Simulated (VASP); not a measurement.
Here is a VASP 6.6.1 calculation.

Contents of INCAR:

```
SYSTEM = Ta
PREC = Accurate
ENCUT = 520
EDIFF = 1E-6
ISMEAR = -1
SIGMA = 0.05
LREAL = .False.
LASPH = .True.
NELM = 100
ALGO = Normal
ISIF = 2
LWAVE = .False.
LCHARG = .True.
GGA = PE
LELF = .True.
LVHAR = .True.
NBANDS = 12
```

KPOINTS

```
Automatic mesh
0
Gamma
  9 9 9
  0 0 0
```

File POSCAR:

```
Ta
1.0
   -1.6512800000      1.6512800000      1.6677928000
    1.6512800000     -1.6512800000      1.6677928000
    1.6512800000      1.6512800000     -1.6677928000
Ta
1
Direct
    0.0000000000      0.0000000000      0.0000000000
```

Potentials or basis: VASP PAW PBE potentials, release 64 (Ta_pv).

The run is started by

```bash
$ cat potpaw_PBE.64/Ta_pv/POTCAR > POTCAR
$ mpirun -np 1 vasp_std > vasp.out
```

(1) Predict the pressure.

Results:

(1) 1.5 GPa.
